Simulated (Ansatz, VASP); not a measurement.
Two plane-wave programs on Ga

```
CELL_PARAMETERS angstrom
0.00000 2.87874 2.87874
2.87874 0.00000 2.87874
2.87874 2.87874 0.00000
ATOMIC_POSITIONS crystal
Ga 0.12500 0.12500 0.12500
Ga 0.87500 0.87500 0.87500
```

Alike in both runs: task single point; functional PBEsol; k mesh 11 × 11 × 11; occupations fermi-dirac, width 0.1 eV; no spin polarisation.

|  | VASP | Ansatz |
| --- | --- | --- |
| version | VASP 6.6.1 | Ansatz 0.2.0 |
| potentials or method | VASP PAW PBE potentials, release 64 (Ga_d), cutoff 520 eV | plane waves (420 eV) with PAW, scalar-relativistic |
| valence electrons in the cell | 26 | 26 |

```csv
,VASP,Ansatz,Ansatz less VASP
pressure (GPa),0.0,0.0,-0.06
```

VASP's potentials were made for PBE, not for PBEsol, and Ansatz warns of the same on its side.
